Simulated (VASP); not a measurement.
# TiO2 (I4_1/amd) in VASP: further runs

Runs on TiO2. Level: PBE. Tasks: single point.

Program: VASP 6.6.1. These are calculated values, not measurements. Logs are shortened: lines on timing, memory, paths and dates and some standing lists are left out, and cuts for length are marked.

## Step 1: The cell of the first run

Symmetry: I4_1/amd, No. 141, tetragonal system. Conventional cell: a = 3.745 Å, b = 3.745 Å, c = 8.784 Å, α = 90.00°, β = 90.00°, γ = 90.00°. Within 2.5 Å of Ti (site symmetry -4m2) lie 6 O at 1.89 to 1.93 Å. Within 2.5 Å of O (site symmetry 2mm) lie 3 Ti at 1.89 to 1.93 Å.

## Step 2: Single point, PBE (volume scaled by 0.88, then relaxed in part)

The input, INCAR:

```
PREC = Accurate
ENCUT = 520
EDIFF = 1E-6
ISMEAR = 0
SIGMA = 0.02
LREAL = F
LASPH = T
NELM = 80
ALGO = Normal
ISIF = 2
LWAVE = F
LCHARG = F
GGA = PE
NBANDS = 33
```

The input, KPOINTS:

```
Automatic mesh
0
Gamma
  10 10 10
```

The input, POSCAR:

```
TiO2
1.0
   -1.8723136419      1.8723136419      4.3919925547
    1.8723136419     -1.8723136419      4.3919925547
    1.8723136419      1.8723136419     -4.3919925547
Ti O
2 4
Direct
    0.0000000000      0.0000000000      0.0000000000
    0.7500000000      0.2500000000      0.5000000000
    0.2201818420      0.2201818420      0.0000000000
    0.9701818420      0.4701818420      0.5000000000
    0.5298181580      0.0298181580      0.5000000000
    0.7798181580      0.7798181580      0.0000000000
```

Potentials or basis: VASP PAW PBE potentials, release 64 (Ti_sv, O).

Started as:

```bash
$ cat potpaw_PBE.64/Ti_sv/POTCAR potpaw_PBE.64/O/POTCAR > POTCAR
$ mpirun -np 1 vasp_std > vasp.out
```

OUTCAR:

```text
PREC = Accurate
   ENCUT = 520
   EDIFF = 1E-6
   ISMEAR = 0
   LREAL = F
   LASPH = T
   NELM = 80
   ISIF = 2
   GGA = PE

 ion  position               nearest neighbor table
   1  0.000  0.000  0.000-   5 1.89   4 1.89   5 1.89   4 1.89   3 1.93   6 1.93   2 2.89   2 2.89
                             2 2.89   2 2.89
   2  0.750  0.250  0.500-   6 1.89   3 1.89   6 1.89   3 1.89   4 1.93   5 1.93   1 2.89   1 2.89
                             1 2.89   1 2.89
   3  0.220  0.220  0.000-   2 1.89   2 1.89   1 1.93
   4  0.970  0.470  0.500-   1 1.89   1 1.89   2 1.93
   5  0.530  0.030  0.500-   1 1.89   1 1.89   2 1.93
   6  0.780  0.780  0.000-   2 1.89   2 1.89   1 1.93

  LATTYP: Found a body centered tetragonal cell.
 ALAT       =     3.7446272838
 C/A-ratio  =     2.3457568521

  Lattice vectors:

 A1 = (  -1.8723136419,   1.8723136419,   4.3919925547)
 A2 = (   1.8723136419,  -1.8723136419,   4.3919925547)
 A3 = (   1.8723136419,   1.8723136419,  -4.3919925547)

Analysis of symmetry for initial positions (statically):
=====================================================================
 Subroutine PRICEL returns:
 Original cell was already a primitive cell.

 Routine SETGRP: Setting up the symmetry group for a
 body centered tetragonal supercell.

 Subroutine GETGRP returns: Found 16 space group operations
 (whereof  8 operations were pure point group operations)
 out of a pool of 16 trial point group operations.

The static configuration has the point symmetry D_2d.
 The point group associated with its full space group is D_4h.

Analysis of symmetry for dynamics (positions and initial velocities):
=====================================================================
 Subroutine PRICEL returns:
 Original cell was already a primitive cell.

 Routine SETGRP: Setting up the symmetry group for a
 body centered tetragonal supercell.

 Subroutine GETGRP returns: Found 16 space group operations
 (whereof  8 operations were pure point group operations)
 out of a pool of 16 trial point group operations.

The dynamic configuration has the point symmetry D_2d.
 The point group associated with its full space group is D_4h.

 Subroutine INISYM returns: Found 16 space group operations
 (whereof  8 operations are pure point group operations),
 and found     1 'primitive' translations

----------------------------------------------------------------------------------------

                                     Primitive cell

  volume of cell :      61.5855

  direct lattice vectors                    reciprocal lattice vectors
    -1.872313642  1.872313642  4.391992555     0.000000000  0.267049275  0.113843545
     1.872313642 -1.872313642  4.391992555     0.267049275  0.000000000  0.113843545
     1.872313642  1.872313642 -4.391992555     0.267049275  0.267049275  0.000000000

  length of vectors
     5.128422306  5.128422306  5.128422306     0.290302717  0.290302717  0.377664706

  position of ions in fractional coordinates (direct lattice)
     0.000000000  0.000000000  0.000000000
     0.750000000  0.250000000  0.500000000
     0.220181842  0.220181842  0.000000000
     0.970181842  0.470181842  0.500000000
     0.529818158  0.029818158  0.500000000
     0.779818158  0.779818158  0.000000000

  ion indices of the primitive-cell ions
   primitive index   ion index
                 1           1
                 2           2
                 3           3
                 4           4
                 5           5
                 6           6

----------------------------------------------------------------------------------------

 KPOINTS: Automatic mesh

Automatic generation of k-mesh.
 Grid dimensions read from file:
 generate k-points for:   10   10   10

 Generating k-lattice:

  Cartesian coordinates                     Fractional coordinates (reciprocal lattice)
     0.000000000  0.026704927  0.011384354     0.100000000  0.000000000  0.000000000
     0.026704927  0.000000000  0.011384354     0.000000000  0.100000000  0.000000000
     0.026704927  0.026704927  0.000000000     0.000000000  0.000000000  0.100000000

  Length of vectors
     0.029030272  0.029030272  0.037766471

  Shift w.r.t. Gamma in fractional coordinates (k-lattice)
     0.000000000  0.000000000  0.000000000

 Subroutine IBZKPT returns following result:
 ===========================================

 Found    102 irreducible k-points:

 Following reciprocal coordinates:
            Coordinates               Weight
  0.000000  0.000000  0.000000      1.000000
  0.100000  0.000000 -0.000000      8.000000
  0.200000  0.000000 -0.000000      8.000000
  0.300000 -0.000000  0.000000      8.000000
  0.400000  0.000000 -0.000000      8.000000
  0.500000  0.000000 -0.000000      4.000000
[... 16 lines left out ...]
  0.300000  0.300000  0.000000      8.000000
  0.400000  0.300000 -0.000000     16.000000
 [... further k-points ...]
   k-points           NKPTS =    102   k-points in BZ     NKDIM =    102   number of bands    NBANDS=     33
   number of dos      NEDOS =    301   number of ions     NIONS =      6
   total plane-waves  NPLWV =  64000
   dimension x,y,z NGX =    40 NGY =   40 NGZ =   40
   dimension x,y,z NGXF=    80 NGYF=   80 NGZF=   80
   ions per type =               2   4
   NGX,Y,Z   is equivalent  to a cutoff of  12.97, 12.97, 12.97 a.u.
   NGXF,Y,Z  is equivalent  to a cutoff of  25.93, 25.93, 25.93 a.u.
 SYSTEM =  unknown system
   PREC   = accura    normal or accurate (medium, high low for compatibility)
   ISTART =      0    job   : 0-new  1-cont  2-samecut
   ICHARG =      2    charge: 1-file 2-atom 10-const
   ISPIN  =      1    spin polarized calculation?
   LNONCOLLINEAR =      F non collinear calculations
   LSORBIT =      F    spin-orbit coupling
   LASPH  =      T    aspherical Exc in radial PAW
   ENCUT  =  520.0 eV  38.22 Ry    6.18 a.u.   9.54  9.54  9.54*2*pi/ulx,y,z
   NELM   =     80;   NELMIN=  2; NELMDL= -5     # of ELM steps
   EDIFF  = 0.1E-05   stopping-criterion for ELM
   LREAL  =      F    real-space projection
   EDIFFG = 0.1E-04   stopping-criterion for IOM
   NSW    =      0    number of steps for IOM
   IBRION =     -1    ionic relax: 0-MD 1-quasi-New 2-CG
   NFREE  =      0    steps in history (QN), initial steepest desc. (CG)
   ISIF   =      2    stress and relaxation
   ISYM   =      2    0-nonsym 1-usesym 2-fastsym
   POTIM  = 0.5000    time-step for ionic-motion
   TEBEG  =    0.0;   TEEND  =   0.0 temperature during run
   PSTRESS=    0.0 pullay stress
   NELECT =      48.0000    total number of electrons
   NUPDOWN=      -1.0000    fix difference up-down
   EMIN   =  10.00;   EMAX   =-10.00  energy-range for DOS
   EFERMI =   0.00;   METHOD = LEGACY
   ISMEAR =     0;   SIGMA  =   0.02  broadening in eV -4-tet -1-fermi 0-gaus
   EFERMI_NEDOS =   21; number of points for ismear=-14 and -15
   IALGO  =     38    algorithm
   IMIX   =      4    mixing-type and parameters
     AMIX     =   0.40;   BMIX     =  1.00
     AMIX_MAG =   1.60;   BMIX_MAG =  1.00
  volume/ion in A,a.u.               =      10.26        69.27
  Fermi-wavevector in a.u.,A,eV,Ry     =   1.506592  2.847046 30.882767  2.269819
  Thomas-Fermi vector in A             =   2.617289
   LORBIT       =      0    0 simple, 1 ext, 2 COOP (PROOUT), +10 PAW based schemes
   GGA     = PE    functional components
   LHFCALC =     F    Hartree Fock is set to
   AEXX    =    0.0000 exact exchange contribution
   IVDW    =     0    specifies the selected vdW correction
   LEPSILON=     F    determine dielectric tensor
   LRPA    =     F    only Hartree local field effects (RPA)
 non-spin polarized calculation
 Gauss-broadening in eV      SIGMA  =   0.02
  energy-cutoff  :      520.00
  volume of cell :       61.59
 maximum number of plane-waves:      1677
 NGX is ok and might be reduce to    40
   NGX = 19   NGY = 19   NGZ = 19

 number of electron      48.0000006 magnetization

 Free energy of the ion-electron system (eV)
  ---------------------------------------------------
  ext. energy  EPLUGINS =         0.00000000
  ---------------------------------------------------
  free energy    TOTEN  =       -53.20235548 eV

  energy without entropy =      -53.20235548  energy(sigma->0) =      -53.20235548

 E-fermi :   4.7391     XC(G=0): -11.3277

 val. band max:        4.5265529762   @ k =   0.5000   0.5000  -0.0000
 cond. band min:       6.3889185726   @ k =   0.0000   0.0000   0.0000
 fundamental gap:      1.8623655965
 Fermi energy:         4.7391293433

 k-point     1 :       0.0000    0.0000    0.0000
  band No.  band energies     occupation
      1     -51.7985      2.00000
      2     -51.6874      2.00000
      3     -28.3905      2.00000
      4     -28.0864      2.00000
      5     -28.0864      2.00000
      6     -27.9609      2.00000
[... 25 lines left out ...]
     32       9.9623      0.00000
     33      10.6799      0.00000

 k-point     2 :       0.1000    0.0000   -0.0000
  band No.  band energies     occupation
      1     -51.7962      2.00000
      2     -51.6892      2.00000
      3     -28.3881      2.00000
      4     -28.1052      2.00000
      5     -28.0883      2.00000
      6     -27.9666      2.00000
[... 25 lines left out ...]
     32      10.2056      0.00000
     33      10.8015      0.00000
[... 754 lines left out ...]
     32      11.6537      0.00000
     33      12.3840      0.00000

 k-point    24 :       0.4000    0.3000   -0.0000
  band No.  band energies     occupation
      1     -51.7519      2.00000
      2     -51.7254      2.00000
      3     -28.3612      2.00000
      4     -28.3154      2.00000
      5     -28.1386      2.00000
      6     -28.0795      2.00000
[... 25 lines left out ...]
     32      11.6795      0.00000
     33      12.6779      0.00000

 [... further k-points ...]

------------------------ aborting loop because EDIFF is reached ----------------------------------------

  FORCE on cell =-STRESS in cart. coord.  units (eV):
  Direction    XX          YY          ZZ          XY          YZ          ZX
  --------------------------------------------------------------------------------------
  -------------------------------------------------------------------------------------
  Total       10.0319502     10.0319502     10.0570043      0.0000000     -0.0000000      0.0000000
  in kB      260.9859682    260.9859682    261.6377644      0.0000000     -0.0000000      0.0000000
  external PRESSURE =     261.2032336 kB  Pullay stress =       0.0000000 kB

 VOLUME and BASIS-vectors are now :
 -----------------------------------------------------------------------------
  energy-cutoff  :      520.00
  volume of cell :       61.59
      direct lattice vectors                 reciprocal lattice vectors
    -1.872313642  1.872313642  4.391992555     0.000000000  0.267049275  0.113843545
     1.872313642 -1.872313642  4.391992555     0.267049275  0.000000000  0.113843545
     1.872313642  1.872313642 -4.391992555     0.267049275  0.267049275  0.000000000

 POSITION                                       TOTAL-FORCE (eV/Angst)
 -----------------------------------------------------------------------------------
      0.00000      0.00000      0.00000         0.000000      0.000000      0.000000
      0.00000      1.87231      2.19600         0.000000      0.000000      0.000000
      0.00000      0.00000      1.93407         0.000000     -0.000000      0.036587
      0.00000      1.87231      4.13007        -0.000000      0.000000      0.036587
      0.00000      1.87231      0.26192        -0.000000      0.000000     -0.036587
      0.00000      0.00000      6.84991         0.000000     -0.000000     -0.036587
 -----------------------------------------------------------------------------------
    total drift:                                0.000000      0.000000     -0.000000

  FREE ENERGIE OF THE ION-ELECTRON SYSTEM (eV)
  ---------------------------------------------------
  free  energy   TOTEN  =       -53.2023554785 eV

  energy  without entropy=      -53.2023554785  energy(sigma->0) =      -53.20235548
```

Wall time 9 min (1 thread of AMD EPYC 7R43 (Zen 3), shared host); peak memory 0.3 GiB.

What came out:

| Property | Result |
| --- | --- |
| Free energy | -53.2024 eV |
| Pressure | 26.1 GPa |
| Largest force | 0.037 eV/Å |
| Band gap on the k mesh | 1.86 eV, indirect (least direct gap 2.47 eV) |

Forces on the atoms (eV/Å):
```
Ti   0.000  0.000  0.000
Ti   0.000  0.000  0.000
O    0.000  0.000  0.037
O    0.000  0.000  0.037
O    0.000  0.000 -0.037
O    0.000  0.000 -0.037
```

Levels at points of the mesh, in eV from the valence-band top:
| k point | band 22 | band 23 | band 24 | band 25 | band 26 | band 27 |
| --- | --- | --- | --- | --- | --- | --- |
| (0.00, 0.00, 0.00) | -0.76 | -0.70 | -0.70 | 1.86 | 2.96 | 3.54 |
| (0.50, 0.00, 0.00) | -1.25 | -1.04 | -0.72 | 3.21 | 3.32 | 3.80 |
| (0.50, 0.50, 0.00) | -2.57 | 0.00 | 0.00 | 3.78 | 3.78 | 4.19 |
| (0.50, 0.50, 0.50) | -1.50 | -0.42 | -0.42 | 2.39 | 2.39 | 3.54 |

## Step 3: Single point, PBE (volume scaled by 0.91, then relaxed in part)

The input, INCAR:

```
  PREC = Accurate
  ENCUT = 520
  EDIFF = 1E-6
  ISMEAR = 0
  SIGMA = 0.02
  LREAL = False
  LASPH = True
  NELM = 80
  ALGO = Normal
  ISIF = 2
  LWAVE = False
  LCHARG = False
  GGA = PE
  NBANDS = 33
```

KPOINTS is that of step 2.

The input, POSCAR:

```
TiO2
1.0
   -1.8778558116      1.8778558116      4.5149509191
    1.8778558116     -1.8778558116      4.5149509191
    1.8778558116      1.8778558116     -4.5149509191
Ti O
2 4
Direct
    0.0000000000      0.0000000000      0.0000000000
    0.7500000000      0.2500000000      0.5000000000
    0.2159550230      0.2159550230      0.0000000000
    0.9659550230      0.4659550230      0.5000000000
    0.5340449770      0.0340449770      0.5000000000
    0.7840449770      0.7840449770      0.0000000000
```

Potentials or basis: VASP PAW PBE potentials, release 64 (Ti_sv, O).

Started as:

```bash
$ cat potpaw_PBE.64/Ti_sv/POTCAR potpaw_PBE.64/O/POTCAR > POTCAR
$ mpirun -np 1 vasp_std > vasp.out
```

Run time: 9.9 min. Hardware: 1 thread of AMD EPYC 7R43 (Zen 3), shared host; peak memory 0.31 GiB.

Results (log left out):

| Item | Value |
| --- | --- |
| Free energy | -53.4947 eV |
| Pressure | 18.9 GPa |
| Largest force | 0.031 eV/Å |
| Band gap on the k mesh | 1.96 eV, indirect (least direct gap 2.47 eV) |

Forces in eV/Å, atoms in the order of the input:
```
Ti   0.000  0.000  0.000
Ti   0.000  0.000  0.000
O    0.000  0.000  0.031
O    0.000  0.000  0.031
O    0.000  0.000 -0.031
O    0.000  0.000 -0.031
```

Levels at points of the mesh, in eV from the valence-band top:
```csv
k point,band 20,band 21,band 22,band 23,band 24,band 25,band 26,band 27,band 28,band 29
"(0.00, 0.00, 0.00)",-0.77,-0.73,-0.73,-0.69,-0.69,1.96,2.92,3.71,3.71,3.91
"(0.50, 0.00, 0.00)",-2.23,-2.18,-1.17,-0.96,-0.69,3.28,3.37,3.72,3.94,4.38
"(0.50, 0.50, 0.00)",-2.92,-2.41,-2.41,0.00,0.00,3.63,3.63,4.08,4.08,5.07
"(0.50, 0.50, 0.50)",-1.44,-1.44,-1.44,-0.30,-0.30,2.42,2.42,3.82,3.82,3.86
```

 A k mesh can miss the band edges.

## Step 4: Single point, PBE (volume scaled by 0.94, then relaxed in part)

The input, INCAR:

```
SYSTEM = TiO2
  PREC = Accurate
  ENCUT = 520
  EDIFF = 1E-6
  ISMEAR = 0
  SIGMA = 0.02
  LREAL = .False.
  LASPH = .True.
  NELM = 60
  ALGO = Normal
  ISIF = 2
  LWAVE = .False.
  LCHARG = .False.
  GGA = PE
  NBANDS = 33
```

The input, KPOINTS:

```
regular mesh
0
Gamma
  10 10 10
  0 0 0
```

The input, POSCAR:

```
TiO2
1.0
   -1.8829134604      1.8829134604      4.6387744858
    1.8829134604     -1.8829134604      4.6387744858
    1.8829134604      1.8829134604     -4.6387744858
Ti O
2 4
Direct
    0.0000000000      0.0000000000      0.0000000000
    0.7500000000      0.2500000000      0.5000000000
    0.2120514250      0.2120514250      0.0000000000
    0.9620514250      0.4620514250      0.5000000000
    0.5379485750      0.0379485750      0.5000000000
    0.7879485750      0.7879485750      0.0000000000
```

Started as:

```bash
$ cat potpaw_PBE.64/Ti_sv/POTCAR potpaw_PBE.64/O/POTCAR > POTCAR
$ mpirun -np 1 vasp_std > vasp.out
```

It took 9.7 min on 1 thread of AMD EPYC 7R43 (Zen 3), shared host; peak memory 0.31 GiB.

It converged, with:

```
Free energy            : -53.6974 eV
Pressure               : 12.4 GPa
Largest force          : 0.032 eV/Å
Band gap on the k mesh : 2.05 eV, indirect (least direct gap 2.47 eV)
```

Forces in eV/Å, atoms in the order of the input:
```
Ti   0.000  0.000  0.000
Ti   0.000  0.000  0.000
O    0.000  0.000  0.032
O    0.000  0.000  0.032
O    0.000  0.000 -0.032
O    0.000  0.000 -0.032
```

Levels at points of the mesh, in eV from the valence-band top:
```csv
k point,band 20,band 21,band 22,band 23,band 24,band 25,band 26,band 27,band 28,band 29
"(0.00, 0.00, 0.00)",-0.77,-0.74,-0.74,-0.57,-0.57,2.05,2.89,3.87,3.87,3.97
"(0.50, 0.00, 0.00)",-2.09,-2.06,-1.07,-0.89,-0.66,3.27,3.49,3.65,3.82,4.35
"(0.50, 0.50, 0.00)",-2.79,-2.24,-2.24,0.00,0.00,3.50,3.50,3.96,3.96,5.00
"(0.50, 0.50, 0.50)",-1.39,-1.35,-1.35,-0.20,-0.20,2.45,2.45,3.81,3.81,4.06
```

 A k mesh can miss the band edges.

## Step 5: Single point, PBE (volume scaled by 0.97, then relaxed in part)

The input, INCAR:

```
SYSTEM = TiO2
PREC = Accurate ; ENCUT = 520
EDIFF = 1E-6 ; ISMEAR = 0
SIGMA = 0.02 ; LREAL = .False.
LASPH = .True. ; NELM = 100
ALGO = Normal ; ISIF = 2
LWAVE = .False. ; LCHARG = .False.
GGA = PE ; NBANDS = 33
```

The input, KPOINTS:

```
Automatic mesh
0
Gamma
  10 10 10
  0 0 0
```

The input, POSCAR:

```
TiO2
1.0
   -1.8904859863      1.8904859863      4.7485491311
    1.8904859863     -1.8904859863      4.7485491311
    1.8904859863      1.8904859863     -4.7485491311
Ti O
2 4
Direct
    0.0000000000      0.0000000000      0.0000000000
    0.7500000000      0.2500000000      0.5000000000
    0.2090215989      0.2090215989      0.0000000000
    0.9590215989      0.4590215989      0.5000000000
    0.5409784011      0.0409784011      0.5000000000
    0.7909784011      0.7909784011      0.0000000000
```

Started as:

```bash
$ cat potpaw_PBE.64/Ti_sv/POTCAR potpaw_PBE.64/O/POTCAR > POTCAR
$ mpirun -np 1 vasp_std > vasp.out
```

Wall time 12 min (1 thread of AMD EPYC 7R43 (Zen 3), shared host); peak memory 0.31 GiB.

Results (log left out):

- Free energy: -53.8187 eV
- Pressure: 6.2 GPa
- Largest force: 0.022 eV/Å
- Band gap on the k mesh: 2.09 eV, indirect (least direct gap 2.45 eV)

Forces in eV/Å, atoms in the order of the input:
```
Ti   0.000  0.000  0.000
Ti   0.000  0.000  0.000
O    0.000  0.000  0.022
O    0.000  0.000  0.022
O    0.000  0.000 -0.022
O    0.000  0.000 -0.022
```

Levels at points of the mesh, in eV from the valence-band top:
```tsv
k point	band 21	band 22	band 23	band 24	band 25	band 26	band 27	band 28
(0.00, 0.00, 0.00)	-0.77	-0.77	-0.49	-0.49	2.09	2.84	3.94	3.94
(0.50, 0.00, 0.00)	-1.97	-0.97	-0.86	-0.65	3.23	3.52	3.55	3.67
(0.50, 0.50, 0.00)	-2.10	-2.10	-0.02	-0.02	3.35	3.35	3.82	3.82
(0.50, 0.50, 0.50)	-1.29	-1.29	-0.14	-0.14	2.45	2.45	3.75	3.75
```

 A k mesh can miss the band edges.

## Step 6: Summary

```csv
cell,gap on the mesh (eV),pressure (GPa),largest force (eV/Å)
"a = 5.128 Å, angles 137.2, 137.2, 62.2°, 6 atoms",1.86,26.1,0.04
"a = 5.238 Å, angles 138.0, 138.0, 60.9°, 6 atoms",1.96,18.9,0.03
"a = 5.349 Å, angles 138.8, 138.8, 59.7°, 6 atoms",2.05,12.4,0.03
"a = 5.449 Å, angles 139.4, 139.4, 58.8°, 6 atoms",2.09,6.2,0.02
```

Alike in all rows: task single point; level PBE; potentials or basis VASP PAW PBE potentials, release 64 (Ti_sv, O); no spin polarisation; k mesh 10 × 10 × 10; cutoff (eV) 520; smearing gaussian 0.02 eV.

Absolute energies hang on the potentials; compare differences alone.
